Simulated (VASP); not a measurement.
# WCl4F2 (P1) in VASP: notebook

Runs on WCl4F2. Level: PBE. Tasks: single point, relaxation of cell and atoms.

Program: VASP 6.6.1. These are calculated values, not measurements. Logs are shortened: lines on timing, memory, paths and dates and some standing lists are left out, and cuts for length are marked.

## 1. The cell of the first run

The typed cell holds 7 atoms: a = 6.550 Å, b = 6.746 Å, c = 6.972 Å, α = 61.06°, β = 64.31°, γ = 62.16°.

## 2. Single point, PBE

The input, INCAR:

```
SYSTEM = WCl4F2
PREC = Accurate
ENCUT = 520
EDIFF = 1E-6
ISMEAR = 0
SIGMA = 0.1
LREAL = .False.
LASPH = .True.
NELM = 100
ALGO = Normal
ISIF = 2
LWAVE = .False.
LCHARG = .False.
GGA = PE
NBANDS = 37
```

The input, KPOINTS:

```
Automatic mesh
0
Gamma
  4 4 2
  0 0 0
```

The input, POSCAR:

```
WCl4F2
1.0
    6.5493368171     -0.0366720019     -0.1027907143
    3.1853408553      5.9467235067      0.0482085448
    3.1270698012      2.1053022984      5.8654558437
W Cl F
1 4 2
Direct
    0.0022580690      0.9967890211      0.9928692095
    0.3561485137      0.7719304402      0.8183386489
    0.8800906001      0.6669411775      0.2289366622
    0.1139162949      0.3350438559      0.7803544398
    0.8143717838      0.0884646553      0.7364714718
    0.7192895408      0.1779931420      0.1478949254
    0.1419251979      0.9308377079      0.2111346423
```

Potentials or basis: VASP PAW PBE potentials, release 64 (W_sv, Cl, F).

Run with:

```bash
$ cat potpaw_PBE.64/W_sv/POTCAR potpaw_PBE.64/Cl/POTCAR potpaw_PBE.64/F/POTCAR > POTCAR
$ mpirun -np 1 vasp_std > vasp.out
```

OUTCAR:

```text
SYSTEM = WCl4F2
   PREC = Accurate
   ENCUT = 520
   EDIFF = 1E-6
   ISMEAR = 0
   LREAL = .False.
   LASPH = .True.
   NELM = 100
   ISIF = 2
   GGA = PE

 ion  position               nearest neighbor table
   1  0.002  0.997  0.993-   7 1.88   6 1.88   2 2.28   5 2.28   3 2.30   4 2.30
   2  0.356  0.772  0.818-   1 2.28
   3  0.880  0.667  0.229-   1 2.30
   4  0.114  0.335  0.780-   1 2.30
   5  0.814  0.088  0.736-   1 2.28
   6  0.719  0.178  0.148-   1 1.88
   7  0.142  0.931  0.211-   1 1.88

  LATTYP: Found a triclinic cell.
 ALAT       =     6.5502460649
 B/A-ratio  =     1.4737091302
 C/A-ratio  =     1.0481863905
 COS(alpha) =     0.0053799363
 COS(beta)  =     0.4951146297
 COS(gamma) =     0.6918244771

  Lattice vectors:

 A1 = (  -6.5493368171,   0.0366720019,   0.1027907143)
 A2 = (  -6.6076078712,  -3.8047492064,   5.9200380132)
 A3 = (  -3.3639959618,   5.9833955086,   0.1509992591)

Analysis of symmetry for initial positions (statically):
=====================================================================
 Subroutine PRICEL returns:
 Original cell was already a primitive cell.

 Routine SETGRP: Setting up the symmetry group for a
 triclinic supercell.

 Subroutine GETGRP returns: Found  1 space group operations
 (whereof  1 operations were pure point group operations)
 out of a pool of  2 trial point group operations.

The static configuration has the point symmetry C_1 .

Analysis of symmetry for dynamics (positions and initial velocities):
=====================================================================
 Subroutine PRICEL returns:
 Original cell was already a primitive cell.

 Routine SETGRP: Setting up the symmetry group for a
 triclinic supercell.

 Subroutine GETGRP returns: Found  1 space group operations
 (whereof  1 operations were pure point group operations)
 out of a pool of  2 trial point group operations.

The dynamic configuration has the point symmetry C_1 .

 Subroutine INISYM returns: Found  1 space group operations
 (whereof  1 operations are pure point group operations),
 and found     1 'primitive' translations

----------------------------------------------------------------------------------------

                                     Primitive cell

  volume of cell :     229.6795

  direct lattice vectors                    reciprocal lattice vectors
     6.549336817 -0.036672002 -0.102790714     0.151422940 -0.080689490 -0.051766536
     3.185340855  5.946723507  0.048208545    -0.000005693  0.168653596 -0.060532209
     3.127069801  2.105302298  5.865455844     0.002653698 -0.002800238  0.170080055

  length of vectors
     6.550246065  6.746276076  6.972405293     0.179219069  0.179187566  0.170123803

  position of ions in fractional coordinates (direct lattice)
     0.002258069  0.996789021  0.992869210
     0.356148514  0.771930440  0.818338649
     0.880090600  0.666941178  0.228936662
     0.113916295  0.335043856  0.780354440
     0.814371784  0.088464655  0.736471472
     0.719289541  0.177993142  0.147894925
     0.141925198  0.930837708  0.211134642

  ion indices of the primitive-cell ions
   primitive index   ion index
                 1           1
                 2           2
                 3           3
                 4           4
                 5           5
                 6           6
                 7           7

----------------------------------------------------------------------------------------

 KPOINTS: Automatic mesh

Automatic generation of k-mesh.
 Grid dimensions read from file:
 generate k-points for:    4    4    2

 Generating k-lattice:

  Cartesian coordinates                     Fractional coordinates (reciprocal lattice)
     0.037855735 -0.020172373 -0.012941634     0.250000000 -0.000000000  0.000000000
    -0.000001423  0.042163399 -0.015133052     0.000000000  0.250000000  0.000000000
     0.001326849 -0.001400119  0.085040027     0.000000000  0.000000000  0.500000000

  Length of vectors
     0.044804767  0.044796892  0.085061902

  Shift w.r.t. Gamma in fractional coordinates (k-lattice)
     0.000000000  0.000000000  0.000000000

 Subroutine IBZKPT returns following result:
 ===========================================

 Found     20 irreducible k-points:

 Following reciprocal coordinates:
            Coordinates               Weight
  0.000000  0.000000  0.000000      1.000000
  0.250000 -0.000000  0.000000      2.000000
  0.500000 -0.000000  0.000000      1.000000
  0.000000  0.250000  0.000000      2.000000
  0.250000  0.250000  0.000000      2.000000
  0.500000  0.250000  0.000000      2.000000
[... 12 lines left out ...]
  0.250000  0.500000  0.500000      2.000000
  0.500000  0.500000  0.500000      1.000000
   k-points           NKPTS =     20   k-points in BZ     NKDIM =     20   number of bands    NBANDS=     37
   number of dos      NEDOS =    301   number of ions     NIONS =      7
   total plane-waves  NPLWV = 135000
   dimension x,y,z NGX =    50 NGY =   50 NGZ =   54
   dimension x,y,z NGXF=   100 NGYF=  100 NGZF=  108
   ions per type =               1   4   2
   NGX,Y,Z   is equivalent  to a cutoff of  12.69, 12.32, 12.88 a.u.
   NGXF,Y,Z  is equivalent  to a cutoff of  25.38, 24.64, 25.75 a.u.
 SYSTEM =  WCl4F2
   PREC   = accura    normal or accurate (medium, high low for compatibility)
   ISTART =      0    job   : 0-new  1-cont  2-samecut
   ICHARG =      2    charge: 1-file 2-atom 10-const
   ISPIN  =      1    spin polarized calculation?
   LNONCOLLINEAR =      F non collinear calculations
   LSORBIT =      F    spin-orbit coupling
   LASPH  =      T    aspherical Exc in radial PAW
   ENCUT  =  520.0 eV  38.22 Ry    6.18 a.u.  12.18 12.54 12.96*2*pi/ulx,y,z
   NELM   =    100;   NELMIN=  2; NELMDL= -5     # of ELM steps
   EDIFF  = 0.1E-05   stopping-criterion for ELM
   LREAL  =      F    real-space projection
   EDIFFG = 0.1E-04   stopping-criterion for IOM
   NSW    =      0    number of steps for IOM
   IBRION =     -1    ionic relax: 0-MD 1-quasi-New 2-CG
   NFREE  =      0    steps in history (QN), initial steepest desc. (CG)
   ISIF   =      2    stress and relaxation
   ISYM   =      2    0-nonsym 1-usesym 2-fastsym
   POTIM  = 0.5000    time-step for ionic-motion
   TEBEG  =    0.0;   TEEND  =   0.0 temperature during run
   PSTRESS=    0.0 pullay stress
   NELECT =      56.0000    total number of electrons
   NUPDOWN=      -1.0000    fix difference up-down
   EMIN   =  10.00;   EMAX   =-10.00  energy-range for DOS
   EFERMI =   0.00;   METHOD = LEGACY
   ISMEAR =     0;   SIGMA  =   0.10  broadening in eV -4-tet -1-fermi 0-gaus
   EFERMI_NEDOS =   21; number of points for ismear=-14 and -15
   IALGO  =     38    algorithm
   IMIX   =      4    mixing-type and parameters
     AMIX     =   0.40;   BMIX     =  1.00
     AMIX_MAG =   1.60;   BMIX_MAG =  1.00
  volume/ion in A,a.u.               =      32.81       221.42
  Fermi-wavevector in a.u.,A,eV,Ry     =   1.022736  1.932690 14.231534  1.045988
  Thomas-Fermi vector in A             =   2.156431
   LORBIT       =      0    0 simple, 1 ext, 2 COOP (PROOUT), +10 PAW based schemes
   GGA     = PE    functional components
   LHFCALC =     F    Hartree Fock is set to
   AEXX    =    0.0000 exact exchange contribution
   IVDW    =     0    specifies the selected vdW correction
   LEPSILON=     F    determine dielectric tensor
   LRPA    =     F    only Hartree local field effects (RPA)
 non-spin polarized calculation
 Gauss-broadening in eV      SIGMA  =   0.10
  energy-cutoff  :      520.00
  volume of cell :      229.68
 maximum number of plane-waves:      6202
 NGX is ok and might be reduce to    50
   NGX = 25   NGY = 25   NGZ = 25

 number of electron      55.9999995 magnetization

 Free energy of the ion-electron system (eV)
  ---------------------------------------------------
  ext. energy  EPLUGINS =         0.00000000
  ---------------------------------------------------
  free energy    TOTEN  =       -34.19165301 eV

  energy without entropy =      -34.19165301  energy(sigma->0) =      -34.19165301

 E-fermi :  -2.5356     XC(G=0):  -6.6534

 val. band max:       -3.0051038749   @ k =   0.0000   0.0000   0.0000
 cond. band min:      -0.6643342564   @ k =   0.0000   0.5000   0.5000
 fundamental gap:      2.3407696185
 Fermi energy:        -2.5356498867

 k-point     1 :       0.0000    0.0000    0.0000
  band No.  band energies     occupation
      1     -77.9870      2.00000
      2     -42.1594      2.00000
      3     -42.1436      2.00000
      4     -41.9962      2.00000
      5     -24.8203      2.00000
      6     -24.7181      2.00000
[... 29 lines left out ...]
     36       7.0390      0.00000
     37       7.3774      0.00000

 k-point     2 :       0.2500   -0.0000    0.0000
  band No.  band energies     occupation
      1     -77.9870      2.00000
      2     -42.1594      2.00000
      3     -42.1436      2.00000
      4     -41.9962      2.00000
      5     -24.8197      2.00000
      6     -24.7184      2.00000
[... 29 lines left out ...]
     36       6.8743      0.00000
     37       6.9671      0.00000

 k-point     3 :       0.5000   -0.0000    0.0000
  band No.  band energies     occupation
      1     -77.9870      2.00000
      2     -42.1594      2.00000
      3     -42.1436      2.00000
      4     -41.9962      2.00000
      5     -24.8193      2.00000
      6     -24.7186      2.00000
[... 29 lines left out ...]
     36       6.6225      0.00000
     37       6.6590      0.00000
[... 601 lines left out ...]
 k-point    19 :       0.2500    0.5000    0.5000
  band No.  band energies     occupation
      1     -77.9870      2.00000
      2     -42.1594      2.00000
      3     -42.1436      2.00000
      4     -41.9962      2.00000
      5     -24.8194      2.00000
      6     -24.7183      2.00000
[... 29 lines left out ...]
     36       6.5773      0.00000
     37       6.8023      0.00000

 k-point    20 :       0.5000    0.5000    0.5000
  band No.  band energies     occupation
      1     -77.9870      2.00000
      2     -42.1594      2.00000
      3     -42.1436      2.00000
      4     -41.9962      2.00000
      5     -24.8195      2.00000
      6     -24.7185      2.00000
[... 29 lines left out ...]
     36       6.2798      0.00000
     37       6.8615      0.00000

------------------------ aborting loop because EDIFF is reached ----------------------------------------

  FORCE on cell =-STRESS in cart. coord.  units (eV):
  Direction    XX          YY          ZZ          XY          YZ          ZX
  --------------------------------------------------------------------------------------
  -------------------------------------------------------------------------------------
  Total        0.3541610      0.2957518      0.3532252     -0.2123563      0.2526745      0.1996329
  in kB        2.4705235      2.0630779      2.4639958     -1.4813355      1.7625834      1.3925809
  external PRESSURE =       2.3325324 kB  Pullay stress =       0.0000000 kB

 VOLUME and BASIS-vectors are now :
 -----------------------------------------------------------------------------
  energy-cutoff  :      520.00
  volume of cell :      229.68
      direct lattice vectors                 reciprocal lattice vectors
     6.549336817 -0.036672002 -0.102790714     0.151422940 -0.080689490 -0.051766536
     3.185340855  5.946723507  0.048208545    -0.000005693  0.168653596 -0.060532209
     3.127069801  2.105302298  5.865455844     0.002653698 -0.002800238  0.170080055

 POSITION                                       TOTAL-FORCE (eV/Angst)
 -----------------------------------------------------------------------------------
      6.29467      8.01784      5.87145        -0.128429     -0.306214     -0.458223
      7.35040      6.30025      4.80053        -0.005504      0.012166      0.002598
      8.60435      4.41582      1.28451        -0.001656      0.003654     -0.001737
      4.25353      3.63112      4.58158        -0.005159     -0.000550     -0.000693
      7.91838      2.04671      4.24030         0.016986     -0.002589      0.011985
      5.74032      1.34346      0.80212        -0.165660      0.291876      0.187275
      4.55478      5.97473      1.26869         0.289424      0.001658      0.258795
 -----------------------------------------------------------------------------------
    total drift:                                0.000081     -0.000845      0.000412

  FREE ENERGIE OF THE ION-ELECTRON SYSTEM (eV)
  ---------------------------------------------------
  free  energy   TOTEN  =       -34.1916530056 eV

  energy  without entropy=      -34.1916530056  energy(sigma->0) =      -34.19165301
```

It took 1.9 min on 1 thread of Intel Xeon 6975P-C (Granite Rapids), shared host; peak memory 0.42 GiB.

Results:

```
Free energy            : -34.1917 eV
Pressure               : 0.2 GPa
Largest force          : 0.566 eV/Å
Band gap on the k mesh : 2.34 eV, indirect (least direct gap 2.36 eV)
```

Forces in eV/Å, atoms in the order of the input:
```
W   -0.128 -0.306 -0.458
Cl  -0.006  0.012  0.003
Cl  -0.002  0.004 -0.002
Cl  -0.005 -0.001 -0.001
Cl   0.017 -0.003  0.012
F   -0.166  0.292  0.187
F    0.289  0.002  0.259
```

Stress tensor (GPa, compression positive):
```
 0.25 -0.15  0.14
-0.15  0.21  0.18
 0.14  0.18  0.25
```

Levels at points of the mesh, in eV from the valence-band top:
```
           k point  band 25  band 26  band 27  band 28  band 29  band 30  band 31  band 32
(0.00, 0.00, 0.00)    -0.39    -0.34    -0.05     0.00     2.38     2.44     2.70     6.00
(0.50, 0.00, 0.00)    -0.41    -0.24    -0.10    -0.04     2.38     2.51     2.71     5.97
(0.00, 0.50, 0.00)    -0.59    -0.29    -0.02    -0.01     2.42     2.59     2.72     5.77
(0.50, 0.50, 0.00)    -0.63    -0.29    -0.12    -0.01     2.47     2.60     2.71     5.64
(0.00, 0.00, 0.50)    -0.51    -0.31    -0.10    -0.04     2.46     2.54     2.75     5.88
(0.50, 0.00, 0.50)    -0.48    -0.23    -0.12    -0.03     2.39     2.57     2.78     5.84
(0.00, 0.50, 0.50)    -0.42    -0.27    -0.05    -0.02     2.34     2.55     2.78     5.89
(0.50, 0.50, 0.50)    -0.54    -0.21    -0.04    -0.01     2.37     2.48     2.78     5.97
```

Caveat: the k points lie up to 0.53 Å⁻¹ apart; spin-orbit coupling is left out, which moves the levels of the heavy elements.

(Continued in part 2 of 3.)
